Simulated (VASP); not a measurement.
# GaN (Pmc2_1) in VASP: further runs

The runs below take GaN through single point, with LDA.

All numbers are computed with VASP 6.6.1; they aren't measurements. Logs are shortened: lines on timing, memory, paths and dates and some standing lists are left out, and cuts for length are marked.

**1. The cell of the first run**

Symmetry: Pmc2_1, No. 26, orthorhombic system. Conventional cell: a = 3.152 Å, b = 5.459 Å, c = 5.138 Å, α = 90.00°, β = 90.00°, γ = 90.00°. Ga (site symmetry m) has 4 N at 1.89 to 2.02 Å within 2.5 Å. Ga (site symmetry m) has 4 N at 1.88 to 1.98 Å within 2.5 Å. N (site symmetry m) has 4 Ga at 1.92 to 2.02 Å within 2.5 Å. N (site symmetry m) has 4 Ga at 1.88 to 1.98 Å within 2.5 Å.

**2. Single point, LDA (mode 11 frozen in at -0.030 Å and mode 13 at +0.055 Å (largest displacements))**

INCAR reads:

```
PREC = Accurate
ENCUT = 520
EDIFF = 1E-6
ISMEAR = 0
SIGMA = 0.05
LREAL = False
LASPH = True
NELM = 100
ALGO = Normal
ISIF = 2
LWAVE = False
LCHARG = True
LELF = True
LVHAR = True
NBANDS = 46
```

KPOINTS reads:

```
Automatic mesh
0
Gamma
  8 6 6
```

POSCAR reads:

```
GaN
1.0
   -3.1515767111      0.0000000000      0.0000000000
    0.0000000000      0.0000000000     -5.1382481593
    0.0000000000     -5.4586909876      0.0000000000
Ga N
4 4
Direct
    0.5000000000      0.0049009351      0.1718837031
    0.0000000000      0.0007710641      0.6614459166
    0.0000000000      0.5007710641      0.3385540834
    0.5000000000      0.5049009351      0.8281162969
    0.5000000000      0.6127143331      0.1674102941
    0.0000000000      0.6146307954      0.6659002001
    0.0000000000      0.1146307954      0.3340997999
    0.5000000000      0.1127143331      0.8325897059
```

Potentials or basis: VASP PAW LDA potentials, release 64 (Ga_d, N).

Run with:

```sh
$ cat potpaw_LDA.64/Ga_d/POTCAR potpaw_LDA.64/N/POTCAR > POTCAR
$ mpirun -np 1 vasp_std > vasp.out
```

OUTCAR:

```text
PREC = Accurate
   ENCUT = 520
   EDIFF = 1E-6
   ISMEAR = 0
   LREAL = False
   LASPH = True
   NELM = 100
   ISIF = 2

 ion  position               nearest neighbor table
   1  0.500  0.005  0.172-   7 1.89   7 1.89   8 1.93   5 2.02
   2  0.000  0.001  0.661-   7 1.88   8 1.92   8 1.92   6 1.98
   3  0.000  0.501  0.339-   6 1.88   5 1.92   5 1.92   7 1.98
   4  0.500  0.505  0.828-   6 1.89   6 1.89   5 1.93   8 2.02
   5  0.500  0.613  0.167-   3 1.92   3 1.92   4 1.93   1 2.02
   6  0.000  0.615  0.666-   3 1.88   4 1.89   4 1.89   2 1.98
   7  0.000  0.115  0.334-   2 1.88   1 1.89   1 1.89   3 1.98
   8  0.500  0.113  0.833-   2 1.92   2 1.92   1 1.93   4 2.02

  LATTYP: Found a simple orthorhombic cell.
 ALAT       =     3.1515767111
 B/A-ratio  =     1.6303738193
 C/A-ratio  =     1.7320508076

  Lattice vectors:

 A1 = (  -3.1515767111,   0.0000000000,   0.0000000000)
 A2 = (   0.0000000000,   0.0000000000,  -5.1382481593)
 A3 = (   0.0000000000,  -5.4586909876,   0.0000000000)

Analysis of symmetry for initial positions (statically):
=====================================================================
 Subroutine PRICEL returns:
 Original cell was already a primitive cell.

 Routine SETGRP: Setting up the symmetry group for a
 simple orthorhombic supercell.

 Subroutine GETGRP returns: Found  4 space group operations
 (whereof  2 operations were pure point group operations)
 out of a pool of  8 trial point group operations.

The static configuration has the point symmetry C_1h.
 The point group associated with its full space group is C_2v.

Analysis of symmetry for dynamics (positions and initial velocities):
=====================================================================
 Subroutine PRICEL returns:
 Original cell was already a primitive cell.

 Routine SETGRP: Setting up the symmetry group for a
 simple orthorhombic supercell.

 Subroutine GETGRP returns: Found  4 space group operations
 (whereof  2 operations were pure point group operations)
 out of a pool of  8 trial point group operations.

The dynamic configuration has the point symmetry C_1h.
 The point group associated with its full space group is C_2v.

 Subroutine INISYM returns: Found  4 space group operations
 (whereof  2 operations are pure point group operations),
 and found     1 'primitive' translations

----------------------------------------------------------------------------------------

                                     Primitive cell

  volume of cell :      88.3958

  direct lattice vectors                    reciprocal lattice vectors
    -3.151576711  0.000000000  0.000000000    -0.317301494  0.000000000  0.000000000
     0.000000000  0.000000000 -5.138248159     0.000000000  0.000000000 -0.194618860
     0.000000000 -5.458690988  0.000000000     0.000000000 -0.183194103  0.000000000

  length of vectors
     3.151576711  5.138248159  5.458690988     0.317301494  0.194618860  0.183194103

  position of ions in fractional coordinates (direct lattice)
     0.500000000  0.004900935  0.171883703
     0.000000000  0.000771064  0.661445917
     0.000000000  0.500771064  0.338554083
     0.500000000  0.504900935  0.828116297
     0.500000000  0.612714333  0.167410294
     0.000000000  0.614630795  0.665900200
     0.000000000  0.114630795  0.334099800
     0.500000000  0.112714333  0.832589706

  ion indices of the primitive-cell ions
   primitive index   ion index
                 1           1
                 2           2
                 3           3
                 4           4
                 5           5
                 6           6
                 7           7
                 8           8

----------------------------------------------------------------------------------------

 KPOINTS: Automatic mesh

Automatic generation of k-mesh.
 Grid dimensions read from file:
 generate k-points for:    8    6    6

 Generating k-lattice:

  Cartesian coordinates                     Fractional coordinates (reciprocal lattice)
    -0.039662687  0.000000000  0.000000000     0.125000000  0.000000000  0.000000000
     0.000000000  0.000000000 -0.032436477     0.000000000  0.166666667  0.000000000
     0.000000000 -0.030532351  0.000000000     0.000000000  0.000000000  0.166666667

  Length of vectors
     0.039662687  0.032436477  0.030532351

  Shift w.r.t. Gamma in fractional coordinates (k-lattice)
     0.000000000  0.000000000  0.000000000

 Subroutine IBZKPT returns following result:
 ===========================================

 Found     80 irreducible k-points:

 Following reciprocal coordinates:
            Coordinates               Weight
  0.000000  0.000000  0.000000      1.000000
  0.125000  0.000000  0.000000      2.000000
  0.250000  0.000000  0.000000      2.000000
  0.375000  0.000000  0.000000      2.000000
  0.500000  0.000000  0.000000      1.000000
  0.000000  0.166667  0.000000      2.000000
[... 16 lines left out ...]
  0.250000  0.000000  0.166667      4.000000
  0.375000  0.000000  0.166667      4.000000
 [... further k-points ...]
   k-points           NKPTS =     80   k-points in BZ     NKDIM =     80   number of bands    NBANDS=     46
   number of dos      NEDOS =    301   number of ions     NIONS =      8
   total plane-waves  NPLWV =  40320
   dimension x,y,z NGX =    24 NGY =   40 NGZ =   42
   dimension x,y,z NGXF=    48 NGYF=   80 NGZF=   84
   ions per type =               4   4
   NGX,Y,Z   is equivalent  to a cutoff of  12.66, 12.94, 12.79 a.u.
   NGXF,Y,Z  is equivalent  to a cutoff of  25.32, 25.88, 25.58 a.u.
 SYSTEM =  unknown system
   PREC   = accura    normal or accurate (medium, high low for compatibility)
   ISTART =      0    job   : 0-new  1-cont  2-samecut
   ICHARG =      2    charge: 1-file 2-atom 10-const
   ISPIN  =      1    spin polarized calculation?
   LNONCOLLINEAR =      F non collinear calculations
   LSORBIT =      F    spin-orbit coupling
   LASPH  =      T    aspherical Exc in radial PAW
   ENCUT  =  520.0 eV  38.22 Ry    6.18 a.u.   5.86  9.55 10.15*2*pi/ulx,y,z
   NELM   =    100;   NELMIN=  2; NELMDL= -5     # of ELM steps
   EDIFF  = 0.1E-05   stopping-criterion for ELM
   LREAL  =      F    real-space projection
   EDIFFG = 0.1E-04   stopping-criterion for IOM
   NSW    =      0    number of steps for IOM
   IBRION =     -1    ionic relax: 0-MD 1-quasi-New 2-CG
   NFREE  =      0    steps in history (QN), initial steepest desc. (CG)
   ISIF   =      2    stress and relaxation
   ISYM   =      2    0-nonsym 1-usesym 2-fastsym
   POTIM  = 0.5000    time-step for ionic-motion
   TEBEG  =    0.0;   TEEND  =   0.0 temperature during run
   PSTRESS=    0.0 pullay stress
   NELECT =      72.0000    total number of electrons
   NUPDOWN=      -1.0000    fix difference up-down
   EMIN   =  10.00;   EMAX   =-10.00  energy-range for DOS
   EFERMI =   0.00;   METHOD = LEGACY
   ISMEAR =     0;   SIGMA  =   0.05  broadening in eV -4-tet -1-fermi 0-gaus
   EFERMI_NEDOS =   21; number of points for ismear=-14 and -15
   IALGO  =     38    algorithm
   IMIX   =      4    mixing-type and parameters
     AMIX     =   0.40;   BMIX     =  1.00
     AMIX_MAG =   1.60;   BMIX_MAG =  1.00
  volume/ion in A,a.u.               =      11.05        74.57
  Fermi-wavevector in a.u.,A,eV,Ry     =   1.528886  2.889176 31.803525  2.337493
  Thomas-Fermi vector in A             =   2.636583
   LORBIT       =      0    0 simple, 1 ext, 2 COOP (PROOUT), +10 PAW based schemes
   GGA     = CA    functional components
   LHFCALC =     F    Hartree Fock is set to
   AEXX    =    0.0000 exact exchange contribution
   IVDW    =     0    specifies the selected vdW correction
   LEPSILON=     F    determine dielectric tensor
   LRPA    =     F    only Hartree local field effects (RPA)
 non-spin polarized calculation
 Gauss-broadening in eV      SIGMA  =   0.05
  energy-cutoff  :      520.00
  volume of cell :       88.40
 maximum number of plane-waves:      2408
 NGX is ok and might be reduce to    24
   NGX = 11   NGY = 19   NGZ = 21

 number of electron      71.9999983 magnetization

 Free energy of the ion-electron system (eV)
  ---------------------------------------------------
  ext. energy  EPLUGINS =         0.00000000
  ---------------------------------------------------
  free energy    TOTEN  =       -55.67134105 eV

  energy without entropy =      -55.67134105  energy(sigma->0) =      -55.67134105

 E-fermi :   5.7724     XC(G=0): -12.2971

 val. band max:        5.5196944804   @ k =   0.0000   0.0000   0.0000
 cond. band min:       7.6006674022   @ k =   0.0000   0.0000   0.0000
 fundamental gap:      2.0809729217
 Fermi energy:         5.7724497111

 k-point     1 :       0.0000    0.0000    0.0000
  band No.  band energies     occupation
      1     -10.7571      2.00000
      2      -9.9352      2.00000
      3      -9.5853      2.00000
      4      -9.5356      2.00000
      5      -8.1599      2.00000
      6      -8.1570      2.00000
[... 38 lines left out ...]
     45      15.3367      0.00000
     46      15.6275      0.00000

 k-point     2 :       0.1250    0.0000    0.0000
  band No.  band energies     occupation
      1     -10.6352      2.00000
      2      -9.8974      2.00000
      3      -9.5533      2.00000
      4      -9.5314      2.00000
      5      -8.1497      2.00000
      6      -8.1386      2.00000
[... 38 lines left out ...]
     45      15.4423      0.00000
     46      15.5409      0.00000

 k-point     3 :       0.2500    0.0000    0.0000
  band No.  band energies     occupation
      1     -10.3316      2.00000
      2      -9.8156      2.00000
      3      -9.5267      2.00000
      4      -9.4868      2.00000
      5      -8.1302      2.00000
      6      -8.1032      2.00000
[... 38 lines left out ...]
     45      15.0197      0.00000
     46      15.2953      0.00000

 k-point     4 :       0.3750    0.0000    0.0000
  band No.  band energies     occupation
      1     -10.0276      2.00000
      2      -9.7482      2.00000
      3      -9.5303      2.00000
      4      -9.4360      2.00000
      5      -8.1323      2.00000
      6      -8.0902      2.00000
[... 920 lines left out ...]
     45      15.2176      0.00000
     46      15.8507      0.00000

 k-point    23 :       0.2500    0.0000    0.1667
  band No.  band energies     occupation
      1     -10.2864      2.00000
      2      -9.8217      2.00000
      3      -9.5478      2.00000
      4      -9.4772      2.00000
      5      -8.1246      2.00000
      6      -8.1009      2.00000
[... 38 lines left out ...]
     45      14.8913      0.00000
     46      15.4672      0.00000

 k-point    24 :       0.3750    0.0000    0.1667
  band No.  band energies     occupation
      1     -10.0134      2.00000
      2      -9.7505      2.00000
      3      -9.5410      2.00000
      4      -9.4334      2.00000
      5      -8.1240      2.00000
      6      -8.0817      2.00000
[... 38 lines left out ...]
     45      15.0086      0.00000
     46      15.1880      0.00000

 [... further k-points ...]

------------------------ aborting loop because EDIFF is reached ----------------------------------------

  FORCE on cell =-STRESS in cart. coord.  units (eV):
  Direction    XX          YY          ZZ          XY          YZ          ZX
  --------------------------------------------------------------------------------------
  -------------------------------------------------------------------------------------
  Total        2.3206256      2.3468262     -1.5572612      0.0000000      0.0000000      0.0000000
  in kB       42.0614461     42.5363325    -28.2254300      0.0000000      0.0000000      0.0000000
  external PRESSURE =      18.7907829 kB  Pullay stress =       0.0000000 kB

 VOLUME and BASIS-vectors are now :
 -----------------------------------------------------------------------------
  energy-cutoff  :      520.00
  volume of cell :       88.40
      direct lattice vectors                 reciprocal lattice vectors
    -3.151576711  0.000000000  0.000000000    -0.317301494  0.000000000  0.000000000
     0.000000000  0.000000000 -5.138248159     0.000000000  0.000000000 -0.194618860
     0.000000000 -5.458690988  0.000000000     0.000000000 -0.183194103  0.000000000

 POSITION                                       TOTAL-FORCE (eV/Angst)
 -----------------------------------------------------------------------------------
     -1.57579     -0.93826     -0.02518         0.000000      0.794400      0.919708
      0.00000     -3.61063     -0.00396         0.000000     -0.831364      0.482905
      0.00000     -1.84806     -2.57309         0.000000      0.831364      0.482905
     -1.57579     -4.52043     -2.59431         0.000000     -0.794400      0.919708
     -1.57579     -0.91384     -3.14828         0.000000      0.023208     -0.664432
      0.00000     -3.63494     -3.15813         0.000000     -0.071414     -0.738181
      0.00000     -1.82375     -0.58900         0.000000      0.071414     -0.738181
     -1.57579     -4.54485     -0.57915         0.000000     -0.023208     -0.664432
 -----------------------------------------------------------------------------------
    total drift:                               -0.000000     -0.000005      0.000068

  FREE ENERGIE OF THE ION-ELECTRON SYSTEM (eV)
  ---------------------------------------------------
  free  energy   TOTEN  =       -55.6713410548 eV

  energy  without entropy=      -55.6713410548  energy(sigma->0) =      -55.67134105
```

Wall time 5.6 min (1 thread of Oxide Virtual Turin-like, shared host); peak memory 0.3 GiB.

Results:

```yaml
Free_energy: -55.6713 eV
Pressure: 1.9 GPa
Largest_force: 1.215 eV/Å
Band_gap_on_the_k_mesh: 2.08 eV
```

Forces on the atoms (eV/Å):
```
Ga   0.000  0.794  0.920
Ga   0.000 -0.831  0.483
Ga   0.000  0.831  0.483
Ga   0.000 -0.794  0.920
N    0.000  0.023 -0.664
N    0.000 -0.071 -0.738
N    0.000  0.071 -0.738
N    0.000 -0.023 -0.664
```

Stress tensor (GPa, compression positive):
```
 4.21  0.00  0.00
 0.00  4.25  0.00
 0.00  0.00 -2.82
```

Caveat: the cell differs from its parent crystal (mode 11 frozen in at -0.030 Å and mode 13 at +0.055 Å (largest displacements)); forces of over 1 eV/Å act on the atoms, so gaps and moduli don't describe the material at rest.

[end of part 1 of 2]
